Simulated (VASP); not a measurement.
**Au: single point with PBE**

The system is Au.

```
Au
1.0
     2.78419    0.00000    0.00000
     0.00000    2.78419    0.00000
     0.00000    0.00000    2.78419
Au
1
Direct
  0.00000 0.00000 0.00000
```

This isn't the form of Au at room conditions, which is fcc.

```
Program                : VASP 6.6.1
Task                   : single point
Functional             : PBE
Potentials or basis    : VASP PAW PBE potentials, release 64 (Au)
Cutoff                 : 520 eV
k mesh                 : 13 × 13 × 13
Occupations            : fermi-dirac, width 0.1 eV
Spin                   : no spin polarisation
Dipole correction      : no
Further INCAR settings : ALGO = Normal; EDIFF = 1e-06; NBANDS = 12
```

* Pressure: -3.9 GPa
* Band gap on the k mesh: zero (an odd number of electrons rules out a gap without spin polarisation)

Levels at points of the mesh, in eV from the Fermi level:
```csv
k point,band 3,band 4,band 5,band 6,band 7,band 8,band 9,band 10
"(0.00, 0.00, 0.00)",-5.30,-1.40,-1.40,-1.40,13.67,13.67,13.67,18.29
```

It took 13 s on 1 thread of AMD EPYC 7R13 Processor (Zen 3) (shared host), peak memory 0.12 GiB.

Caveat: the cell stands under tension; spin-orbit coupling is left out, which moves the levels of the heavy elements.
